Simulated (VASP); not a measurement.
# K (P6_3/mmc) in VASP: notebook, part 2 of 3

VASP 6.6.1. Earlier steps stand in the parts before.

## Step 3: Single point, PBE (37.13 Å³/atom)

INCAR reads:

```
ALGO = Normal ; EDIFF = 1E-6
ENCUT = 520 ; GGA = PE
ISIF = 2 ; ISMEAR = -1
LASPH = T ; LCHARG = F
LREAL = F ; LWAVE = F
NBANDS = 26 ; NELM = 80
PREC = Accurate ; SIGMA = 0.1
```

KPOINTS reads:

```
k-points
0
Gamma
  6 6 4
```

POSCAR reads:

```
K
1.0
    3.7691643942      0.0000000000      0.0000000000
   -1.8845821971      3.2641921164      0.0000000000
    0.0000000000      0.0000000000     12.0706419584
K
4
Direct
    0.0000000000      0.0000000000      0.0000000000
    0.0000000000      0.0000000000      0.5000000000
    0.3333333333      0.6666666667      0.2500000000
    0.6666666667      0.3333333333      0.7500000000
```

Potentials or basis: VASP PAW PBE potentials, release 64 (K_sv).

On the command line:

```bash
$ cat potpaw_PBE.64/K_sv/POTCAR > POTCAR
$ mpirun -np 1 vasp_std > vasp.out
```

OUTCAR:

```text
EDIFF = 1E-6
   ENCUT = 520
   GGA = PE
   ISIF = 2
   ISMEAR = -1
   LASPH = T
   LREAL = F
   NELM = 80
   PREC = Accurate

 ion  position               nearest neighbor table
   1  0.000  0.000  0.000-   3 3.72   4 3.72   3 3.72   4 3.72   4 3.72   3 3.72
   2  0.000  0.000  0.500-   3 3.72   4 3.72   3 3.72   4 3.72   4 3.72   3 3.72
   3  0.333  0.667  0.250-   1 3.72   2 3.72   1 3.72   2 3.72   1 3.72   2 3.72
   4  0.667  0.333  0.750-   1 3.72   2 3.72   1 3.72   2 3.72   1 3.72   2 3.72

  LATTYP: Found a hexagonal cell.
 ALAT       =     3.7691643942
 C/A-ratio  =     3.2024716080

  Lattice vectors:

 A1 = (   3.7691643942,   0.0000000000,   0.0000000000)
 A2 = (  -1.8845821971,   3.2641921164,   0.0000000000)
 A3 = (   0.0000000000,   0.0000000000,  12.0706419584)

Analysis of symmetry for initial positions (statically):
=====================================================================
 Subroutine PRICEL returns:
 Original cell was already a primitive cell.

 Routine SETGRP: Setting up the symmetry group for a
 hexagonal supercell.

 Subroutine GETGRP returns: Found 24 space group operations
 (whereof 12 operations were pure point group operations)
 out of a pool of 24 trial point group operations.

The static configuration has the point symmetry D_3d.
 The point group associated with its full space group is D_6h.

Analysis of symmetry for dynamics (positions and initial velocities):
=====================================================================
 Subroutine PRICEL returns:
 Original cell was already a primitive cell.

 Routine SETGRP: Setting up the symmetry group for a
 hexagonal supercell.

 Subroutine GETGRP returns: Found 24 space group operations
 (whereof 12 operations were pure point group operations)
 out of a pool of 24 trial point group operations.

The dynamic configuration has the point symmetry D_3d.
 The point group associated with its full space group is D_6h.

 Subroutine INISYM returns: Found 24 space group operations
 (whereof 12 operations are pure point group operations),
 and found     1 'primitive' translations

----------------------------------------------------------------------------------------

                                     Primitive cell

  volume of cell :     148.5084

  direct lattice vectors                    reciprocal lattice vectors
     3.769164394  0.000000000  0.000000000     0.265310794  0.153177259  0.000000000
    -1.884582197  3.264192116  0.000000000     0.000000000  0.306354517  0.000000000
     0.000000000  0.000000000 12.070641958     0.000000000  0.000000000  0.082845635

  length of vectors
     3.769164394  3.769164394 12.070641958     0.306354517  0.306354517  0.082845635

  position of ions in fractional coordinates (direct lattice)
     0.000000000  0.000000000  0.000000000
     0.000000000  0.000000000  0.500000000
     0.333333333  0.666666667  0.250000000
     0.666666667  0.333333333  0.750000000

  ion indices of the primitive-cell ions
   primitive index   ion index
                 1           1
                 2           2
                 3           3
                 4           4

----------------------------------------------------------------------------------------

 KPOINTS: k-points

Automatic generation of k-mesh.
 Grid dimensions read from file:
 generate k-points for:    6    6    4

 Generating k-lattice:

  Cartesian coordinates                     Fractional coordinates (reciprocal lattice)
     0.044218466  0.025529543  0.000000000     0.166666667  0.000000000  0.000000000
     0.000000000  0.051059086  0.000000000     0.000000000  0.166666667  0.000000000
     0.000000000  0.000000000  0.020711409     0.000000000  0.000000000  0.250000000

  Length of vectors
     0.051059086  0.051059086  0.020711409

  Shift w.r.t. Gamma in fractional coordinates (k-lattice)
     0.000000000  0.000000000  0.000000000

 Subroutine IBZKPT returns following result:
 ===========================================

 Found     21 irreducible k-points:

 Following reciprocal coordinates:
            Coordinates               Weight
  0.000000  0.000000  0.000000      1.000000
  0.166667  0.000000  0.000000      6.000000
  0.333333  0.000000  0.000000      6.000000
  0.500000  0.000000  0.000000      3.000000
  0.166667  0.166667  0.000000      6.000000
  0.333333  0.166667  0.000000     12.000000
[... 13 lines left out ...]
  0.333333  0.166667  0.500000     12.000000
  0.333333  0.333333  0.500000      2.000000
   k-points           NKPTS =     21   k-points in BZ     NKDIM =     21   number of bands    NBANDS=     26
   number of dos      NEDOS =    301   number of ions     NIONS =      4
   total plane-waves  NPLWV =  70560
   dimension x,y,z NGX =    28 NGY =   28 NGZ =   90
   dimension x,y,z NGXF=    56 NGYF=   56 NGZF=  180
   ions per type =               4
   NGX,Y,Z   is equivalent  to a cutoff of  12.35, 12.35, 12.40 a.u.
   NGXF,Y,Z  is equivalent  to a cutoff of  24.70, 24.70, 24.79 a.u.
 SYSTEM =  unknown system
   PREC   = accura    normal or accurate (medium, high low for compatibility)
   ISTART =      0    job   : 0-new  1-cont  2-samecut
   ICHARG =      2    charge: 1-file 2-atom 10-const
   ISPIN  =      1    spin polarized calculation?
   LNONCOLLINEAR =      F non collinear calculations
   LSORBIT =      F    spin-orbit coupling
   LASPH  =      T    aspherical Exc in radial PAW
   ENCUT  =  520.0 eV  38.22 Ry    6.18 a.u.   7.01  7.01 22.44*2*pi/ulx,y,z
   NELM   =     80;   NELMIN=  2; NELMDL= -5     # of ELM steps
   EDIFF  = 0.1E-05   stopping-criterion for ELM
   LREAL  =      F    real-space projection
   EDIFFG = 0.1E-04   stopping-criterion for IOM
   NSW    =      0    number of steps for IOM
   IBRION =     -1    ionic relax: 0-MD 1-quasi-New 2-CG
   NFREE  =      0    steps in history (QN), initial steepest desc. (CG)
   ISIF   =      2    stress and relaxation
   ISYM   =      2    0-nonsym 1-usesym 2-fastsym
   POTIM  = 0.5000    time-step for ionic-motion
   TEBEG  =    0.0;   TEEND  =   0.0 temperature during run
   PSTRESS=    0.0 pullay stress
   NELECT =      36.0000    total number of electrons
   NUPDOWN=      -1.0000    fix difference up-down
   EMIN   =  10.00;   EMAX   =-10.00  energy-range for DOS
   EFERMI =   0.00;   METHOD = LEGACY
   ISMEAR =    -1;   SIGMA  =   0.10  broadening in eV -4-tet -1-fermi 0-gaus
   EFERMI_NEDOS =   21; number of points for ismear=-14 and -15
   IALGO  =     38    algorithm
   IMIX   =      4    mixing-type and parameters
     AMIX     =   0.40;   BMIX     =  1.00
     AMIX_MAG =   1.60;   BMIX_MAG =  1.00
  volume/ion in A,a.u.               =      37.13       250.55
  Fermi-wavevector in a.u.,A,eV,Ry     =   1.020764  1.928964 14.176710  1.041959
  Thomas-Fermi vector in A             =   2.154351
   LORBIT       =      0    0 simple, 1 ext, 2 COOP (PROOUT), +10 PAW based schemes
   GGA     = PE    functional components
   LHFCALC =     F    Hartree Fock is set to
   AEXX    =    0.0000 exact exchange contribution
   IVDW    =     0    specifies the selected vdW correction
   LEPSILON=     F    determine dielectric tensor
   LRPA    =     F    only Hartree local field effects (RPA)
 non-spin polarized calculation
  energy-cutoff  :      520.00
  volume of cell :      148.51
 maximum number of plane-waves:      4017
 NGX is ok and might be reduce to    28
   NGX = 13   NGY = 13   NGZ = 45

 number of electron      36.0000000 magnetization

 Free energy of the ion-electron system (eV)
  ---------------------------------------------------
  ext. energy  EPLUGINS =         0.00000000
  ---------------------------------------------------
  free energy    TOTEN  =        -1.85743803 eV

  energy without entropy =       -1.74111707  energy(sigma->0) =       -1.79927755

 E-fermi :   2.1200     XC(G=0):  -7.6230

 val. band max:        2.0637462949   @ k =   0.3333   0.0000   0.2500
 cond. band min:       2.1809677349   @ k =   0.3333   0.1667   0.2500
 fundamental gap:      0.1172214400
 Fermi energy:         2.1200224290

 k-point     1 :       0.0000    0.0000    0.0000
  band No.  band energies     occupation
      1     -30.0620      2.00000
      2     -30.0219      2.00000
      3     -30.0215      2.00000
      4     -29.9810      2.00000
      5     -13.8995      2.00000
      6     -13.6043      2.00000
[... 598 lines left out ...]
     25       4.5841      0.00000
     26       4.5843      0.00000

------------------------ aborting loop because EDIFF is reached ----------------------------------------

  FORCE on cell =-STRESS in cart. coord.  units (eV):
  Direction    XX          YY          ZZ          XY          YZ          ZX
  --------------------------------------------------------------------------------------
  -------------------------------------------------------------------------------------
  Total        8.1122877      8.1122877      8.1418198      0.0000000     -0.0000000      0.0000000
  in kB       87.5190846     87.5190846     87.8376909      0.0000000     -0.0000000      0.0000000
  external PRESSURE =      87.6252867 kB  Pullay stress =       0.0000000 kB

 VOLUME and BASIS-vectors are now :
 -----------------------------------------------------------------------------
  energy-cutoff  :      520.00
  volume of cell :      148.51
      direct lattice vectors                 reciprocal lattice vectors
     3.769164394  0.000000000  0.000000000     0.265310794  0.153177259  0.000000000
    -1.884582197  3.264192116  0.000000000     0.000000000  0.306354517  0.000000000
     0.000000000  0.000000000 12.070641958     0.000000000  0.000000000  0.082845635

 POSITION                                       TOTAL-FORCE (eV/Angst)
 -----------------------------------------------------------------------------------
      0.00000      0.00000      0.00000         0.000000      0.000000      0.000000
      0.00000      0.00000      6.03532         0.000000      0.000000      0.000000
     -0.00000      2.17613      3.01766         0.000000     -0.000000      0.000000
      1.88458      1.08806      9.05298        -0.000000      0.000000     -0.000000
 -----------------------------------------------------------------------------------
    total drift:                                0.000000     -0.000000      0.000000

  FREE ENERGIE OF THE ION-ELECTRON SYSTEM (eV)
  ---------------------------------------------------
  free  energy   TOTEN  =        -1.8574380256 eV

  energy  without entropy=       -1.7411170685  energy(sigma->0) =       -1.79927755
```

stdout:

```text
POSCAR found type information on POSCAR K
 POSCAR found :  1 types and       4 ions
 scaLAPACK will be used
 LDA part: xc-table for (Slater+PW92), standard interpolation
 POSCAR, INCAR and KPOINTS ok, starting setup
 FFT: planning ... GRIDC
 FFT: planning ... GRID_SOFT
 FFT: planning ... GRID
 WAVECAR not read
 entering main loop
```

Run time: 64 s. Hardware: 1 thread of AMD EPYC 7R13 (Zen 3), shared host; peak memory 0.22 GiB.

Results:

```
Free energy            : -1.8574 eV
Pressure               : 8.8 GPa
Band gap on the k mesh : zero (bands 18 and 19 overlap by 2.84 eV)
```

Caveat: the cell stands under pressure.

## Step 4: Single point, PBE (43.07 Å³/atom)

This run uses another cell than the first one, of 43.07 Å³/atom.

INCAR reads:

```
SYSTEM = K
PREC = Accurate
ENCUT = 520
EDIFF = 1E-6
ISMEAR = -1
SIGMA = 0.1
LREAL = .FALSE.
LASPH = .TRUE.
NELM = 100
ALGO = Normal
ISIF = 2
LWAVE = .FALSE.
LCHARG = .TRUE.
GGA = PE
LELF = .TRUE.
LVHAR = .TRUE.
NBANDS = 26
```

KPOINTS reads:

```
Automatic mesh
0
G
  6 6 4
  0 0 0
```

POSCAR reads:

```
K
1.0
    3.9603272702      0.0000000000      0.0000000000
   -1.9801636351      3.4297440233      0.0000000000
    0.0000000000      0.0000000000     12.6828356412
K
4
Direct
    0.0000000000      0.0000000000      0.0000000000
    0.0000000000      0.0000000000      0.5000000000
    0.3333333333      0.6666666667      0.2500000000
    0.6666666667      0.3333333333      0.7500000000
```

Potentials or basis: VASP PAW PBE potentials, release 64 (K_sv).

On the command line:

```bash
$ cat potpaw_PBE.64/K_sv/POTCAR > POTCAR
$ mpirun -np 1 vasp_std > vasp.out
```

OUTCAR:

```text
SYSTEM = K
   PREC = Accurate
   ENCUT = 520
   EDIFF = 1E-6
   ISMEAR = -1
   LREAL = .FALSE.
   LASPH = .TRUE.
   NELM = 100
   ISIF = 2
   GGA = PE

 ion  position               nearest neighbor table
   1  0.000  0.000  0.000-
   2  0.000  0.000  0.500-
   3  0.333  0.667  0.250-
   4  0.667  0.333  0.750-

  LATTYP: Found a hexagonal cell.
 ALAT       =     3.9603272702
 C/A-ratio  =     3.2024716080

  Lattice vectors:

 A1 = (   3.9603272702,   0.0000000000,   0.0000000000)
 A2 = (  -1.9801636351,   3.4297440233,   0.0000000000)
 A3 = (   0.0000000000,   0.0000000000,  12.6828356412)

Analysis of symmetry for initial positions (statically):
=====================================================================
 Subroutine PRICEL returns:
 Original cell was already a primitive cell.

 Routine SETGRP: Setting up the symmetry group for a
 hexagonal supercell.

 Subroutine GETGRP returns: Found 24 space group operations
 (whereof 12 operations were pure point group operations)
 out of a pool of 24 trial point group operations.

The static configuration has the point symmetry D_3d.
 The point group associated with its full space group is D_6h.

Analysis of symmetry for dynamics (positions and initial velocities):
=====================================================================
 Subroutine PRICEL returns:
 Original cell was already a primitive cell.

 Routine SETGRP: Setting up the symmetry group for a
 hexagonal supercell.

 Subroutine GETGRP returns: Found 24 space group operations
 (whereof 12 operations were pure point group operations)
 out of a pool of 24 trial point group operations.

The dynamic configuration has the point symmetry D_3d.
[... 112 lines left out ...]
   NUPDOWN=      -1.0000    fix difference up-down
   EMIN   =  10.00;   EMAX   =-10.00  energy-range for DOS
   EFERMI =   0.00;   METHOD = LEGACY
   ISMEAR =    -1;   SIGMA  =   0.10  broadening in eV -4-tet -1-fermi 0-gaus
   EFERMI_NEDOS =   21; number of points for ismear=-14 and -15
   IALGO  =     38    algorithm
   IMIX   =      4    mixing-type and parameters
     AMIX     =   0.40;   BMIX     =  1.00
     AMIX_MAG =   1.60;   BMIX_MAG =  1.00
  volume/ion in A,a.u.               =      43.07       290.63
  Fermi-wavevector in a.u.,A,eV,Ry     =   0.971492  1.835854 12.841137  0.943797
  Thomas-Fermi vector in A             =   2.101714
   LORBIT       =      0    0 simple, 1 ext, 2 COOP (PROOUT), +10 PAW based schemes
   GGA     = PE    functional components
   LHFCALC =     F    Hartree Fock is set to
   AEXX    =    0.0000 exact exchange contribution
   IVDW    =     0    specifies the selected vdW correction
   LEPSILON=     F    determine dielectric tensor
   LRPA    =     F    only Hartree local field effects (RPA)
 non-spin polarized calculation
  energy-cutoff  :      520.00
  volume of cell :      172.27
 maximum number of plane-waves:      4685
 NGX is ok and might be reduce to    30
   NGX = 15   NGY = 15   NGZ = 47

 number of electron      36.0000001 magnetization

 Free energy of the ion-electron system (eV)
  ---------------------------------------------------
  ext. energy  EPLUGINS =         0.00000000
  ---------------------------------------------------
  free energy    TOTEN  =        -2.88154280 eV

  energy without entropy =       -2.78120562  energy(sigma->0) =       -2.83137421

 E-fermi :   1.4909     XC(G=0):  -7.1343

 val. band max:        1.4373048328   @ k =   0.3333   0.0000   0.2500
 cond. band min:       1.5487855106   @ k =   0.3333   0.1667   0.2500
 fundamental gap:      0.1114806778
 Fermi energy:         1.4908995770

 k-point     1 :       0.0000    0.0000    0.0000
  band No.  band energies     occupation
      1     -30.5793      2.00000
      2     -30.5572      2.00000
      3     -30.5567      2.00000
      4     -30.5345      2.00000
      5     -14.3038      2.00000
      6     -14.1090      2.00000
[... 598 lines left out ...]
     25       3.8304      0.00000
     26       3.8342      0.00000

------------------------ aborting loop because EDIFF is reached ----------------------------------------

  FORCE on cell =-STRESS in cart. coord.  units (eV):
  Direction    XX          YY          ZZ          XY          YZ          ZX
  --------------------------------------------------------------------------------------
  -------------------------------------------------------------------------------------
  Total        5.6843198      5.6843198      5.7001455     -0.0000000      0.0000000      0.0000000
  in kB       52.8664244     52.8664244     53.0136096     -0.0000000      0.0000000      0.0000000
  external PRESSURE =      52.9154861 kB  Pullay stress =       0.0000000 kB

 VOLUME and BASIS-vectors are now :
 -----------------------------------------------------------------------------
  energy-cutoff  :      520.00
  volume of cell :      172.27
      direct lattice vectors                 reciprocal lattice vectors
     3.960327270  0.000000000  0.000000000     0.252504385  0.145783474  0.000000000
    -1.980163635  3.429744023  0.000000000     0.000000000  0.291566949  0.000000000
     0.000000000  0.000000000 12.682835641     0.000000000  0.000000000  0.078846721

 POSITION                                       TOTAL-FORCE (eV/Angst)
 -----------------------------------------------------------------------------------
      0.00000      0.00000      0.00000         0.000000      0.000000      0.000000
      0.00000      0.00000      6.34142         0.000000      0.000000      0.000000
     -0.00000      2.28650      3.17071         0.000000     -0.000000     -0.000000
      1.98016      1.14325      9.51213        -0.000000      0.000000      0.000000
 -----------------------------------------------------------------------------------
    total drift:                               -0.000000      0.000000     -0.000000

  FREE ENERGIE OF THE ION-ELECTRON SYSTEM (eV)
  ---------------------------------------------------
  free  energy   TOTEN  =        -2.8815427956 eV

  energy  without entropy=       -2.7812056169  energy(sigma->0) =       -2.83137421
```

OSZICAR:

```text
N       E                     dE             d eps       ncg     rms          rms(c)
DAV:   1     0.267774191941E+03    0.26777E+03   -0.16369E+04  1092   0.121E+03
DAV:   2     0.167657017874E+02   -0.25101E+03   -0.24628E+03  1272   0.355E+02
DAV:   3    -0.181987672363E+01   -0.18586E+02   -0.18240E+02  1718   0.701E+01
DAV:   4    -0.284237733794E+01   -0.10225E+01   -0.10187E+01  1536   0.136E+01
DAV:   5    -0.288833707660E+01   -0.45960E-01   -0.45942E-01  1640   0.246E+00    0.826E+00
DAV:   6    -0.287903764120E+01    0.92994E-02   -0.30731E-02  1454   0.114E+00    0.531E+00
DAV:   7    -0.288247037368E+01   -0.34327E-02   -0.45812E-02  1604   0.122E+00    0.363E-01
DAV:   8    -0.288148852726E+01    0.98185E-03   -0.68469E-03  1384   0.590E-01    0.908E-02
DAV:   9    -0.288153415054E+01   -0.45623E-04   -0.44999E-04  1716   0.868E-02    0.310E-02
DAV:  10    -0.288154036628E+01   -0.62157E-05   -0.14248E-05  1384   0.253E-02    0.703E-03
DAV:  11    -0.288154412608E+01   -0.37598E-05   -0.24633E-06   970   0.119E-02    0.399E-03
DAV:  12    -0.288154277729E+01    0.13488E-05   -0.37243E-07   730   0.431E-03    0.449E-04
DAV:  13    -0.288154279564E+01   -0.18357E-07   -0.53352E-08   696   0.202E-03
   1 F= -.28815428E+01 E0= -.28313742E+01  d E =-.100337E+00
```

Wall time 82 s (1 thread of AMD EPYC 7R13 (Zen 3), shared host); peak memory 0.26 GiB.

What came out:

| Quantity | Value |
| --- | --- |
| Free energy | -2.8815 eV |
| Pressure | 5.3 GPa |
| Band gap on the k mesh | zero (bands 18 and 19 overlap by 2.77 eV) |

Levels at points of the mesh, in eV from the Fermi level:
```
           k point  band 14  band 15  band 16  band 17  band 18  band 19  band 20  band 21  band 22  band 23
(0.00, 0.00, 0.00)   -15.40   -15.40   -15.39    -2.99    -1.86    -1.86     0.22     1.08     3.04     3.07
(0.50, 0.00, 0.00)   -15.49   -15.45   -15.44     0.14     0.28     0.37     0.40     1.09     1.38     1.78
(0.00, 0.00, 0.50)   -15.41   -15.41   -15.41    -2.69    -2.69    -0.71    -0.71     1.93     1.93     4.12
(0.50, 0.00, 0.50)   -15.48   -15.45   -15.45     0.21     0.21     0.38     0.38     1.22     1.22     1.86
```

Caveat: the cell stands under pressure.

[end of part 2 of 3]

The gap in the log of VASP goes by the Fermi energy; the results here count the filled bands.